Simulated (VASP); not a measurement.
# Al2Pt (Fm-3m) in VASP: vibrations by perturbation theory with PBE

Aim: the vibrations by perturbation theory of Al2Pt with PBE.

All numbers are computed with VASP 6.6.1; they aren't measurements. Logs are shortened: lines on timing, memory, paths and dates and some standing lists are left out, and cuts for length are marked.

### Step 1. The cell of the first run

It takes space group Fm-3m (No. 225, cubic). Conventional cell: a = 5.946 Å, b = 5.946 Å, c = 5.946 Å, α = 90.00°, β = 90.00°, γ = 90.00°. Within 3.4 Å of Al (site symmetry -43m) lie 4 Pt at 2.57 Å and 6 Al at 2.97 Å. Pt (site symmetry m-3m) has 8 Al at 2.57 Å within 3.4 Å.

### Step 2. Vibrations by perturbation theory, PBE

INCAR reads:

```
SYSTEM = Al2Pt
PREC     = Accurate       ! precision mode
ENCUT    = 520            ! plane-wave cutoff, eV
EDIFF    = 1E-8           ! SCF threshold, eV
ISMEAR   = 0              ! smearing method
SIGMA    = 0.1            ! smearing width, eV
LREAL    = .FALSE.        ! projectors in reciprocal space
LASPH    = .TRUE.         ! aspherical terms in the spheres
NELM     = 80             ! most SCF steps
ALGO     = Fast           ! electronic algorithm
ISIF     = 2              ! what is computed and relaxed
LWAVE    = .FALSE.        ! write WAVECAR
LCHARG   = .TRUE.         ! write CHGCAR
GGA      = PE             ! functional
IBRION   = 8              ! ionic algorithm
NSW      = 1              ! ionic steps
```

KPOINTS reads:

```
Automatic mesh
0
G
  10 10 10
  0 0 0
```

POSCAR reads:

```
Al2Pt
1.0
    0.0000000000      2.9731109863      2.9731109863
    2.9731109863      0.0000000000      2.9731109863
    2.9731109863      2.9731109863      0.0000000000
Al Pt
2 1
Direct
    0.2500000000      0.2500000000      0.2500000000
    0.7500000000      0.7500000000      0.7500000000
    0.0000000000      0.0000000000      0.0000000000
```

Potentials or basis: VASP PAW PBE potentials, release 64 (Al, Pt).

Launch:

```
cat potpaw_PBE.64/Al/POTCAR potpaw_PBE.64/Pt/POTCAR > POTCAR
mpirun -np 1 vasp_std > vasp.out
```

OUTCAR:

```text
SYSTEM = Al2Pt
   PREC = Accurate
   ENCUT = 520
   EDIFF = 1E-8
   ISMEAR = 0
   LREAL = .FALSE.
   LASPH = .TRUE.
   NELM = 80
   ISIF = 2
   GGA = PE
   IBRION = 8
   NSW = 1

 ion  position               nearest neighbor table
   1  0.250  0.250  0.250-   3 2.57   3 2.57   3 2.57   3 2.57   2 2.97   2 2.97   2 2.97   2 2.97
                             2 2.97   2 2.97
   2  0.750  0.750  0.750-   3 2.57   3 2.57   3 2.57   3 2.57   1 2.97   1 2.97   1 2.97   1 2.97
                             1 2.97   1 2.97
   3  0.000  0.000  0.000-   2 2.57   2 2.57   2 2.57   1 2.57   2 2.57   1 2.57   1 2.57   1 2.57

  LATTYP: Found a face centered cubic cell.
 ALAT       =     5.9462219726

  Lattice vectors:

 A1 = (   0.0000000000,   2.9731109863,   2.9731109863)
 A2 = (   2.9731109863,   0.0000000000,   2.9731109863)
 A3 = (   2.9731109863,   2.9731109863,   0.0000000000)

Analysis of symmetry for initial positions (statically):
=====================================================================
 Subroutine PRICEL returns:
 Original cell was already a primitive cell.

 Routine SETGRP: Setting up the symmetry group for a
 face centered cubic supercell.

 Subroutine GETGRP returns: Found 48 space group operations
 (whereof 48 operations were pure point group operations)
 out of a pool of 48 trial point group operations.

The static configuration has the point symmetry O_h .

Analysis of symmetry for dynamics (positions and initial velocities):
=====================================================================
 Subroutine PRICEL returns:
 Original cell was already a primitive cell.

 Routine SETGRP: Setting up the symmetry group for a
 face centered cubic supercell.

 Subroutine GETGRP returns: Found 48 space group operations
 (whereof 48 operations were pure point group operations)
 out of a pool of 48 trial point group operations.

The dynamic configuration has the point symmetry O_h .

 Subroutine INISYM returns: Found 48 space group operations
 (whereof 48 operations are pure point group operations),
[... 534 lines left out ...]
     2.973110986  0.000000000  2.973110986     0.168174011 -0.168174011  0.168174011
     2.973110986  2.973110986  0.000000000     0.168174011  0.168174011 -0.168174011

 POSITION                                       TOTAL-FORCE (eV/Angst)
 -----------------------------------------------------------------------------------
      1.48656      1.48656      1.48656         0.000000      0.000000      0.000000
      4.45967      4.45967      4.45967        -0.000000     -0.000000     -0.000000
      0.00000      0.00000      0.00000        -0.000000     -0.000000     -0.000000
 -----------------------------------------------------------------------------------
    total drift:                                0.000000     -0.000000      0.000000

  FREE ENERGIE OF THE ION-ELECTRON SYSTEM (eV)
  ---------------------------------------------------
  free  energy   TOTEN  =       -16.2628763312 eV

  energy  without entropy=      -16.2579666137  energy(sigma->0) =      -16.26042147

[... ionic steps 2 to 9 ...]

--------------------------------------- Ionic step       10  -------------------------------------------

 Free energy of the ion-electron system (eV)
  ---------------------------------------------------
  ---------------------------------------------------
  free energy    TOTEN  =        -0.25659268 eV

  energy without entropy =       -0.25659268

------------------------ aborting loop because EDIFF is reached ----------------------------------------

 INTERNAL STRAIN TENSOR  FOR ION    3  DIRECTION 1   (eV/Angst):
 -----------------------------------------------------------------------------
    -0.01910 -0.00000 -0.00000
    -0.00000  0.00911 -0.00000
    -0.00000 -0.00000  0.00911

 INTERNAL STRAIN TENSOR FOR ION    3 for displacements in x,y,z  (eV/Angst):
          X           Y           Z          XY          YZ          ZX
  --------------------------------------------------------------------------------
  x     0.00000     0.00000     0.00000     0.00000     0.00000     0.00000
  y     0.00000     0.00000     0.00000     0.00000     0.00000     0.00000
  z     0.00000     0.00000     0.00000     0.00000     0.00000     0.00000

 SECOND DERIVATIVES (NOT SYMMETRIZED)
 ------------------------------------
               1X          1Y          1Z          2X          2Y          2Z          3X          3Y          3Z
  1X    -6.272290    0.000000    0.000000    2.239862    0.000000    0.000000    4.032428    0.000000    0.000000
  1Y     0.000000   -6.272290    0.000000    0.000000    2.239862    0.000000    0.000000    4.032428    0.000000
  1Z     0.000000    0.000000   -6.272290    0.000000    0.000000    2.239862    0.000000    0.000000    4.032428
  2X     2.239862    0.000000    0.000000   -6.272290    0.000000    0.000000    4.032428    0.000000    0.000000
  2Y     0.000000    2.239862    0.000000    0.000000   -6.272290    0.000000    0.000000    4.032428    0.000000
  2Z     0.000000    0.000000    2.239862    0.000000    0.000000   -6.272290    0.000000    0.000000    4.032428
  3X     4.031032    0.000000    0.000000    4.031032    0.000000    0.000000   -8.062063    0.000000    0.000000
  3Y     0.000000    4.031032    0.000000    0.000000    4.031032    0.000000    0.000000   -8.062063    0.000000
  3Z     0.000000    0.000000    4.031032    0.000000    0.000000    4.031032    0.000000    0.000000   -8.062063

 Eigenvectors and eigenvalues of the dynamical matrix
 ----------------------------------------------------

   1 f  =    8.780947 THz    55.172320 2PiTHz  292.900877 cm-1    36.315064 meV
             X         Y         Z           dx          dy          dz
      1.486555  1.486555  1.486555     0.680604    0.191777   -0.000000
      4.459666  4.459666  4.459666    -0.680604   -0.191777    0.000000
      0.000000  0.000000  0.000000     0.000000    0.000000    0.000000
[... 43 lines left out ...]
   9 f/i=    0.000487 THz     0.003061 2PiTHz    0.016250 cm-1     0.002015 meV
             X         Y         Z           dx          dy          dz
      1.486555  1.486555  1.486555     0.047436   -0.295690   -0.136482
      4.459666  4.459666  4.459666     0.047436   -0.295690   -0.136482
      0.000000  0.000000  0.000000     0.127575   -0.795222   -0.367052

--------------------------------------------------------------------------------------------------------

 ELASTIC MODULI CONTR FROM IONIC RELAXATION (kBar)
 Direction    XX          YY          ZZ          XY          YZ          ZX
 --------------------------------------------------------------------------------
 XX          -0.0000     -0.0000     -0.0000      0.0000     -0.0000      0.0000
 YY          -0.0000     -0.0000     -0.0000      0.0000     -0.0000      0.0000
 ZZ          -0.0000     -0.0000     -0.0000      0.0000     -0.0000      0.0000
 XY           0.0000      0.0000      0.0000   -365.3590      0.0000     -0.0000
 YZ          -0.0000     -0.0000     -0.0000      0.0000   -365.3590      0.0000
 ZX           0.0000      0.0000      0.0000     -0.0000      0.0000   -365.3590
 --------------------------------------------------------------------------------
```

It took 6.7 min on 1 thread of AMD EPYC 7R13, shared host; peak memory 0.36 GiB.

Results:

- Highest phonon frequency at Γ, LO-TO splitting left out: 293 cm⁻¹

Phonon frequencies in cm⁻¹ (negative: imaginary):
```csv
q point,frequencies
"(0.000, 0.000, 0.000)",0 0 0 228 228 228 293 293 293
```

Caveat: spin-orbit coupling is left out, which moves the levels of the heavy elements.
